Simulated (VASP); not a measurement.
NaF (zincblende type): relaxation of cell and atoms with PBEsol

NaF (zincblende type):

```
CELL_PARAMETERS angstrom
0.00000 2.45269 2.45269
2.45269 0.00000 2.45269
2.45269 2.45269 0.00000
ATOMIC_POSITIONS crystal
Na 0.00000 0.00000 0.00000
F 0.25000 0.25000 0.25000
```

| Quantity | Value |
| --- | --- |
| Program | VASP 6.6.1 |
| Task | relaxation of cell and atoms |
| Functional | PBEsol |
| Potentials or basis | VASP PAW PBE potentials, release 64 (Na_pv, F) |
| Cutoff | 600 eV |
| k mesh | 14 × 14 × 14 |
| Occupations | fermi-dirac, width 0.05 eV |
| Spin | no spin polarisation |
| Target pressure | 0.3 GPa |
| Dipole correction | no |
| Further INCAR settings | ALGO = Normal; EDIFF = 1e-06; IBRION = 2; EDIFFG = -0.005; NSW = 60; ISIF = 3 |

```yaml
Relaxed_volume: 16.43 Å³/atom
Relaxed_cell: a = 3.595 Å, b = 3.595 Å, c = 3.595 Å, α = 60.00°, β = 60.00°, γ = 60.00°
Space_group_after_relaxing_to_0.1_Å: F-43m (No. 216)
Energy_change_on_relaxing_the_run_minimises_the_enthalpy: -24.9 meV/atom
Ionic_steps: 4
Pressure_after_relaxing: 0.3 GPa
Band_gap_on_the_k_mesh: 5.52 eV
```

The path:
```csv
step,energy change (eV),largest force (eV/Å),pressure (GPa),volume (Å³)
1,0.0000,0.0000,5.04,29.51
2,-0.0404,0.0000,1.99,31.41
3,-0.0491,0.0000,-0.52,33.62
4,-0.0499,0.0000,0.27,32.85
```

Final structure:
```xyz
2
Lattice="0.0000 2.5420 2.5420 2.5420 0.0000 2.5420 2.5420 2.5420 0.0000" Properties=species:S:1:pos:R:3 pbc="T T T"
Na    0.0000    0.0000    0.0000
F     1.2710    1.2710    1.2710
```

Levels at points of the mesh, in eV from the valence-band top:
```
           k point  band 4  band 5  band 6  band 7  band 8  band 9  band 10  band 11
(0.00, 0.00, 0.00)  -18.61    0.00    0.00    0.00    5.52   19.13    19.13    19.13
(0.50, 0.00, 0.00)  -17.99   -0.84   -0.04   -0.04    9.82   10.79    17.06    17.06
(0.50, 0.50, 0.00)  -17.86   -0.78   -0.16   -0.16    9.85   11.86    16.11    16.93
```

It took 2.8 min on 1 thread of Oxide Virtual Turin-like Processor, with other jobs on the host, peak memory 0.15 GiB.

Caveat: the cell is relaxed towards a set pressure, so the run minimises the enthalpy, not the energy; the PAW data sets were made with another functional, which shifts forces and pressure a little. A k mesh can miss the band edges.
